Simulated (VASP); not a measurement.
Here is a VASP 6.6.1 calculation.

File INCAR:

```
SYSTEM = CsPbCl3
ALGO     = Normal         ! electronic algorithm
EDIFF    = 1E-6           ! SCF threshold, eV
ENCUT    = 520            ! plane-wave cutoff, eV
GGA      = PE             ! functional
ISIF     = 2              ! what is computed and relaxed
ISMEAR   = -1             ! smearing method
LASPH    = .True.         ! aspherical terms in the spheres
LCHARG   = .False.        ! write CHGCAR
LREAL    = .False.        ! projectors in reciprocal space
LWAVE    = .False.        ! write WAVECAR
NBANDS   = 30             ! bands
NELM     = 80             ! most SCF steps
PREC     = Accurate       ! precision mode
SIGMA    = 0.1            ! smearing width, eV
```

The input KPOINTS:

```
k-points
0
Gamma
  3 3 3
  0 0 0
```

The input POSCAR:

```
CsPbCl3
1.0
    5.6399268900      0.0000000000      0.0000000000
    0.0000000000      5.6399268900      0.0000000000
    0.0000000000      0.0000000000      5.6399268900
Pb Cl Cs
1 3 1
Direct
    0.4988383812      0.5028531496      0.5163577573
    0.0204298748      0.5113318056      0.4897577671
    0.4919735759     -0.0052310962      0.5212202316
    0.4712264985      0.5094539444     -0.0336358970
    0.0061773850     -0.0085970973     -0.0194580536
```

Potentials or basis: VASP PAW PBE potentials, release 64 (Pb_d, Cl, Cs_sv).

Run with:

```console
$ cat potpaw_PBE.64/Pb_d/POTCAR potpaw_PBE.64/Cl/POTCAR potpaw_PBE.64/Cs_sv/POTCAR > POTCAR
$ mpirun -np 1 vasp_std > vasp.out
```

Q: Predict the band gap on the k mesh.

A: 4.12 eV.

Q: Estimate the pressure.

A: 1.9 GPa.

Q: Predict the largest force.

A: 1.117 eV/Å.

Forces on the atoms (eV/Å):
```
Pb   0.307 -0.114 -1.068
Cl  -0.395 -0.023 -0.017
Cl   0.051  0.151 -0.044
Cl   0.031 -0.021  1.102
Cs   0.007  0.008  0.027
```

Caveat: spin-orbit coupling is left out, which moves the levels of the heavy elements; forces of over 1 eV/Å act on the atoms, so gaps and moduli don't describe the material at rest. A k mesh can miss the band edges.
